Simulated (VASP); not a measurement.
# Ir (Fm-3m) in VASP: further runs

Ir is run at these levels: r2SCAN; tasks: single point.

Program: VASP 6.6.1. These are calculated values, not measurements. Logs are shortened: lines on timing, memory, paths and dates and some standing lists are left out, and cuts for length are marked.

## (1) The cell of the first run

The structure is cubic, space group Fm-3m (No. 225). The conventional cell has a = 3.807 Å, b = 3.807 Å, c = 3.807 Å, α = 90.00°, β = 90.00°, γ = 90.00°. Ir (site symmetry m-3m) has 12 Ir at 2.69 Å within 3.5 Å.

## (2) Single point, r2SCAN

File POSCAR:

```
Ir
1.0
    0.0000000000      1.9034140329      1.9034140329
    1.9034140329      0.0000000000      1.9034140329
    1.9034140329      1.9034140329      0.0000000000
Ir
1
Direct
    0.0000000000      0.0000000000      0.0000000000
```

File INCAR.step1:

```
SYSTEM = Ir
ALGO = Normal
EDIFF = 1E-4
ENCUT = 520
GGA = PE
ISMEAR = -1
LASPH = .True.
LCHARG = .False.
LREAL = .False.
LWAVE = .True.
NBANDS = 10
NELM = 80
PREC = Accurate
SIGMA = 0.1
```

File INCAR.step2:

```
SYSTEM = Ir
ALGO = Normal
EDIFF = 1E-6
ENCUT = 520
ISIF = 2
ISMEAR = -1
ISTART = 1
LASPH = .True.
LCHARG = .False.
LMIXTAU = .True.
LREAL = .False.
LWAVE = .False.
METAGGA = R2SCAN
NBANDS = 10
NELM = 80
PREC = Accurate
SIGMA = 0.1
```

File KPOINTS:

```
k-points
0
Gamma
  15 15 15
  0 0 0
```

Potentials or basis: VASP PAW PBE potentials, release 64 (Ir).

Launch:

```sh
cat potpaw_PBE.64/Ir/POTCAR > POTCAR
cp INCAR.step1 INCAR
mpirun -np 1 vasp_std > vasp.out
cp INCAR.step2 INCAR
mpirun -np 1 vasp_std > vasp.out
```

OUTCAR:

```text
SYSTEM = Ir
   EDIFF = 1E-6
   ENCUT = 520
   ISIF = 2
   ISMEAR = -1
   ISTART = 1
   LASPH = .True.
   LREAL = .False.
   METAGGA = R2SCAN
   NELM = 80
   PREC = Accurate

 ion  position               nearest neighbor table
   1  0.000  0.000  0.000-

  LATTYP: Found a face centered cubic cell.
 ALAT       =     3.8068280658

  Lattice vectors:

 A1 = (   0.0000000000,   1.9034140329,   1.9034140329)
 A2 = (   1.9034140329,   0.0000000000,   1.9034140329)
 A3 = (   1.9034140329,   1.9034140329,   0.0000000000)

Analysis of symmetry for initial positions (statically):
=====================================================================
 Subroutine PRICEL returns:
 Original cell was already a primitive cell.

 Routine SETGRP: Setting up the symmetry group for a
 face centered cubic supercell.

 Subroutine GETGRP returns: Found 48 space group operations
 (whereof 48 operations were pure point group operations)
 out of a pool of 48 trial point group operations.

The static configuration has the point symmetry O_h .

Analysis of symmetry for dynamics (positions and initial velocities):
=====================================================================
 Subroutine PRICEL returns:
 Original cell was already a primitive cell.

 Routine SETGRP: Setting up the symmetry group for a
 face centered cubic supercell.

 Subroutine GETGRP returns: Found 48 space group operations
 (whereof 48 operations were pure point group operations)
 out of a pool of 48 trial point group operations.

The dynamic configuration has the point symmetry O_h .

 Subroutine INISYM returns: Found 48 space group operations
 (whereof 48 operations are pure point group operations),
 and found     1 'primitive' translations

----------------------------------------------------------------------------------------

                                     Primitive cell

  volume of cell :      13.7921

  direct lattice vectors                    reciprocal lattice vectors
     0.000000000  1.903414033  1.903414033    -0.262685885  0.262685885  0.262685885
     1.903414033  0.000000000  1.903414033     0.262685885 -0.262685885  0.262685885
     1.903414033  1.903414033  0.000000000     0.262685885  0.262685885 -0.262685885

  length of vectors
     2.691833940  2.691833940  2.691833940     0.454985299  0.454985299  0.454985299

  position of ions in fractional coordinates (direct lattice)
     0.000000000  0.000000000  0.000000000

  ion indices of the primitive-cell ions
   primitive index   ion index
                 1           1

----------------------------------------------------------------------------------------

 KPOINTS: k-points

Automatic generation of k-mesh.
 Grid dimensions read from file:
 generate k-points for:   15   15   15

 Generating k-lattice:

  Cartesian coordinates                     Fractional coordinates (reciprocal lattice)
    -0.017512392  0.017512392  0.017512392     0.066666667  0.000000000  0.000000000
     0.017512392 -0.017512392  0.017512392     0.000000000  0.066666667  0.000000000
     0.017512392  0.017512392 -0.017512392     0.000000000  0.000000000  0.066666667

  Length of vectors
     0.030332353  0.030332353  0.030332353

  Shift w.r.t. Gamma in fractional coordinates (k-lattice)
     0.000000000  0.000000000  0.000000000

 Subroutine IBZKPT returns following result:
 ===========================================

 Found    120 irreducible k-points:

 Following reciprocal coordinates:
            Coordinates               Weight
  0.000000  0.000000  0.000000      1.000000
  0.066667  0.000000  0.000000      8.000000
  0.133333  0.000000  0.000000      8.000000
  0.200000  0.000000  0.000000      8.000000
  0.266667  0.000000  0.000000      8.000000
  0.333333  0.000000  0.000000      8.000000
[... 16 lines left out ...]
  0.133333  0.133333  0.000000      6.000000
  0.200000  0.133333  0.000000     24.000000
 [... further k-points ...]
   k-points           NKPTS =    120   k-points in BZ     NKDIM =    120   number of bands    NBANDS=     10
   number of dos      NEDOS =    301   number of ions     NIONS =      1
   total plane-waves  NPLWV =   8000
   dimension x,y,z NGX =    20 NGY =   20 NGZ =   20
   dimension x,y,z NGXF=    40 NGYF=   40 NGZF=   40
   ions per type =               1
   NGX,Y,Z   is equivalent  to a cutoff of  12.35, 12.35, 12.35 a.u.
   NGXF,Y,Z  is equivalent  to a cutoff of  24.70, 24.70, 24.70 a.u.
 SYSTEM =  Ir
   PREC   = accura    normal or accurate (medium, high low for compatibility)
   ISTART =      1    job   : 0-new  1-cont  2-samecut
   ICHARG =      0    charge: 1-file 2-atom 10-const
   ISPIN  =      1    spin polarized calculation?
   LNONCOLLINEAR =      F non collinear calculations
   LSORBIT =      F    spin-orbit coupling
   LASPH  =      T    aspherical Exc in radial PAW
   ENCUT  =  520.0 eV  38.22 Ry    6.18 a.u.   5.01  5.01  5.01*2*pi/ulx,y,z
   NELM   =     80;   NELMIN=  2; NELMDL=  0     # of ELM steps
   EDIFF  = 0.1E-05   stopping-criterion for ELM
   LREAL  =      F    real-space projection
   EDIFFG = 0.1E-04   stopping-criterion for IOM
   NSW    =      0    number of steps for IOM
   IBRION =     -1    ionic relax: 0-MD 1-quasi-New 2-CG
   NFREE  =      0    steps in history (QN), initial steepest desc. (CG)
   ISIF   =      2    stress and relaxation
   ISYM   =      2    0-nonsym 1-usesym 2-fastsym
   POTIM  = 0.5000    time-step for ionic-motion
   TEBEG  =    0.0;   TEEND  =   0.0 temperature during run
   PSTRESS=    0.0 pullay stress
   NELECT =       9.0000    total number of electrons
   NUPDOWN=      -1.0000    fix difference up-down
   EMIN   =  10.00;   EMAX   =-10.00  energy-range for DOS
   EFERMI =   0.00;   METHOD = LEGACY
   ISMEAR =    -1;   SIGMA  =   0.10  broadening in eV -4-tet -1-fermi 0-gaus
   EFERMI_NEDOS =   21; number of points for ismear=-14 and -15
   IALGO  =     38    algorithm
   IMIX   =      4    mixing-type and parameters
     AMIX     =   0.40;   BMIX     =  1.00
     AMIX_MAG =   1.60;   BMIX_MAG =  1.00
  volume/ion in A,a.u.               =      13.79        93.07
  Fermi-wavevector in a.u.,A,eV,Ry     =   1.419970  2.683354 27.433616  2.016314
  Thomas-Fermi vector in A             =   2.540934
   LORBIT       =      0    0 simple, 1 ext, 2 COOP (PROOUT), +10 PAW based schemes
   METAGGA = R2SCAN    functional components
   LHFCALC =     F    Hartree Fock is set to
   AEXX    =    0.0000 exact exchange contribution
   IVDW    =     0    specifies the selected vdW correction
   LEPSILON=     F    determine dielectric tensor
   LRPA    =     F    only Hartree local field effects (RPA)
 non-spin polarized calculation
  energy-cutoff  :      520.00
  volume of cell :       13.79
 maximum number of plane-waves:       380
   NGX =  9   NGY =  9   NGZ =  9

 number of electron       9.0000001 magnetization

 Free energy of the ion-electron system (eV)
  ---------------------------------------------------
  ext. energy  EPLUGINS =         0.00000000
  ---------------------------------------------------
  free energy    TOTEN  =       -52.36388951 eV

  energy without entropy =      -52.33886982  energy(sigma->0) =      -52.35137967

 E-fermi :  10.6455     XC(G=0): -15.5053

 val. band max:       10.6091826105   @ k =  -0.4000   0.4667   0.0667
 cond. band min:      10.6861284724   @ k =  -0.3333   0.3333   0.0000
 fundamental gap:      0.0769458619
 Fermi energy:        10.6454730835

 k-point     1 :       0.0000    0.0000    0.0000
  band No.  band energies     occupation
      1      -1.1883      2.00000
      2       6.4648      2.00000
      3       6.4648      2.00000
      4       6.4648      2.00000
      5       9.2927      2.00000
      6       9.2927      2.00000
      7      25.6702      0.00000
      8      31.6940      0.00000
      9      31.6940      0.00000
     10      31.6940      0.00000

 k-point     2 :       0.0667    0.0000    0.0000
  band No.  band energies     occupation
      1      -0.9764      2.00000
      2       6.3495      2.00000
      3       6.5571      2.00000
      4       6.5571      2.00000
      5       9.2333      2.00000
      6       9.2333      2.00000
      7      26.0366      0.00000
      8      30.6676      0.00000
      9      32.0411      0.00000
     10      32.0411      0.00000

 k-point     3 :       0.1333    0.0000    0.0000
  band No.  band energies     occupation
      1      -0.3745      2.00000
      2       6.0769      2.00000
      3       6.7788      2.00000
      4       6.7788      2.00000
      5       9.1297      2.00000
      6       9.1297      2.00000
      7      26.9916      0.00000
      8      28.7950      0.00000
      9      33.0355      0.00000
     10      33.0355      0.00000

 k-point     4 :       0.2000    0.0000    0.0000
  band No.  band energies     occupation
      1       0.4924      2.00000
      2       5.8541      2.00000
      3       6.9468      2.00000
      4       6.9468      2.00000
      5       9.2050      2.00000
      6       9.2050      2.00000
      7      26.7700      0.00000
      8      28.1541      0.00000
      9      34.5354      0.00000
     10      34.5354      0.00000
[... 222 lines left out ...]
 k-point    22 :      -0.0667    0.0667    0.0000
  band No.  band energies     occupation
      1      -0.6325      2.00000
      2       6.1436      2.00000
      3       6.6865      2.00000
      4       6.7453      2.00000
      5       8.9789      2.00000
      6       9.3304      2.00000
      7      26.6117      0.00000
      8      29.7668      0.00000
      9      31.9103      0.00000
     10      32.9232      0.00000

 k-point    23 :       0.1333    0.1333    0.0000
  band No.  band energies     occupation
      1      -0.0949      2.00000
      2       5.6628      2.00000
      3       7.1041      2.00000
      4       7.1041      2.00000
      5       8.3840      2.00000
      6       9.6188      1.99993
      7      27.5393      0.00000
      8      30.0173      0.00000
      9      31.9342      0.00000
     10      31.9342      0.00000

 k-point    24 :       0.2000    0.1333    0.0000
  band No.  band energies     occupation
      1       0.5785      2.00000
      2       5.3158      2.00000
      3       7.2954      2.00000
      4       7.4148      2.00000
      5       8.2110      2.00000
      6       9.7982      1.99958
      7      28.5757      0.00000
      8      28.8189      0.00000
      9      32.0435      0.00000
     10      32.6091      0.00000

 [... further k-points ...]
[... 5 lines left out ...]
  --------------------------------------------------------------------------------------
  -------------------------------------------------------------------------------------
  Total        1.2831625      1.2831625      1.2831625      0.0000000      0.0000000      0.0000000
  in kB      149.0604523    149.0604523    149.0604523      0.0000000      0.0000000      0.0000000
  external PRESSURE =     149.0604523 kB  Pullay stress =       0.0000000 kB

 VOLUME and BASIS-vectors are now :
 -----------------------------------------------------------------------------
  energy-cutoff  :      520.00
  volume of cell :       13.79
      direct lattice vectors                 reciprocal lattice vectors
     0.000000000  1.903414033  1.903414033    -0.262685885  0.262685885  0.262685885
     1.903414033  0.000000000  1.903414033     0.262685885 -0.262685885  0.262685885
     1.903414033  1.903414033  0.000000000     0.262685885  0.262685885 -0.262685885

 POSITION                                       TOTAL-FORCE (eV/Angst)
 -----------------------------------------------------------------------------------
      0.00000      0.00000      0.00000        -0.000000     -0.000000     -0.000000
 -----------------------------------------------------------------------------------
    total drift:                               -0.000000     -0.000000     -0.000000

  FREE ENERGIE OF THE ION-ELECTRON SYSTEM (eV)
  ---------------------------------------------------
  free  energy   TOTEN  =       -52.3638895119 eV

  energy  without entropy=      -52.3388698210  energy(sigma->0) =      -52.35137967
```

Wall time 2.3 min (1 thread of AMD EPYC 7R13, shared host); peak memory 0.11 GiB.

Results:

```
Free energy : -52.3639 eV
Pressure    : 14.9 GPa
```

Caveat: the PAW data sets were made with another functional, which shifts forces and pressure a little; spin-orbit coupling is left out, which moves the levels of the heavy elements.

## (3) Single point, r2SCAN

This run uses another cell than the first one, of 14.23 Å³/atom, 1.032 times its volume.

File POSCAR:

```
Ir
1.0
    0.0000000000      1.9232426895      1.9232426895
    1.9232426895      0.0000000000      1.9232426895
    1.9232426895      1.9232426895      0.0000000000
Ir
1
Direct
    0.0000000000      0.0000000000      0.0000000000
```

File INCAR.step1:

```
SYSTEM = Ir
  PREC = Accurate
  ENCUT = 520
  ISMEAR = -1
  SIGMA = 0.1
  LREAL = .False.
  LASPH = .True.
  NELM = 80
  NBANDS = 10
  GGA = PE
  ALGO = Normal
  EDIFF = 1E-4
  LWAVE = .True.
  LCHARG = .False.
```

File INCAR.step2:

```
SYSTEM = Ir
  PREC = Accurate
  ENCUT = 520
  EDIFF = 1E-6
  ISMEAR = -1
  SIGMA = 0.1
  LREAL = .False.
  LASPH = .True.
  NELM = 80
  ALGO = Normal
  ISIF = 2
  LWAVE = .False.
  LCHARG = .False.
  METAGGA = R2SCAN
  LMIXTAU = .True.
  NBANDS = 10
  ISTART = 1
```

File KPOINTS:

```
regular mesh
0
Gamma
  15 15 15
  0 0 0
```

Potentials or basis: VASP PAW PBE potentials, release 64 (Ir).

Launch:

```sh
cat potpaw_PBE.64/Ir/POTCAR > POTCAR
cp INCAR.step1 INCAR
mpirun -np 1 vasp_std > vasp.out
cp INCAR.step2 INCAR
mpirun -np 1 vasp_std > vasp.out
```

Run time: 2.6 min. Hardware: 1 thread of AMD EPYC 7R13, shared host; peak memory 0.11 GiB.

It converged, with:

```
Free energy : -52.3862 eV
Pressure    : 1.9 GPa
```

Levels at points of the mesh, in eV from the Fermi level:
```csv
k point,band 2,band 3,band 4,band 5,band 6,band 7
"(0.00, 0.00, 0.00)",-3.98,-3.98,-3.98,-1.29,-1.29,15.10
```

Caveat: the PAW data sets were made with another functional, which shifts forces and pressure a little; spin-orbit coupling is left out, which moves the levels of the heavy elements.

## (4) Single point, r2SCAN

This run uses another cell than the first one, of 14.23 Å³/atom, 1.032 times its volume.

POSCAR is that of step 3.

File INCAR.step1:

```
ALGO = Normal
EDIFF = 1E-4
ENCUT = 520
GGA = PE
ISMEAR = -1
LASPH = True
LCHARG = False
LREAL = False
LWAVE = True
NBANDS = 10
NELM = 60
PREC = Accurate
SIGMA = 0.1
```

File INCAR.step2:

```
ALGO = Normal
EDIFF = 1E-6
ENCUT = 520
ISIF = 2
ISMEAR = -1
ISTART = 1
LASPH = True
LCHARG = True
LELF = True
LMIXTAU = True
LREAL = False
LVHAR = True
LWAVE = False
METAGGA = R2SCAN
NBANDS = 10
NELM = 60
PREC = Accurate
SIGMA = 0.1
```

File KPOINTS:

```
k-points
0
Gamma
  15 15 15
```

Launch:

```sh
cat potpaw_PBE.64/Ir/POTCAR > POTCAR
cp INCAR.step1 INCAR
mpirun -np 1 vasp_std > vasp.out
cp INCAR.step2 INCAR
mpirun -np 1 vasp_std > vasp.out
```

Wall time 2.8 min (1 thread of AMD EPYC 7R13, shared host); peak memory 0.11 GiB.

Results (log left out):

| Item | Value |
| --- | --- |
| Free energy | -52.3862 eV |
| Pressure | 1.9 GPa |

Levels at points of the mesh, in eV from the Fermi level:
```
           k point  band 1  band 2  band 3  band 4  band 5  band 6  band 7  band 8  band 9
(0.00, 0.00, 0.00)  -11.48   -3.98   -3.98   -3.98   -1.29   -1.29   15.10   20.93   20.93
```

Caveat: the PAW data sets were made with another functional, which shifts forces and pressure a little; spin-orbit coupling is left out, which moves the levels of the heavy elements.

(Continued in part 2 of 2.)
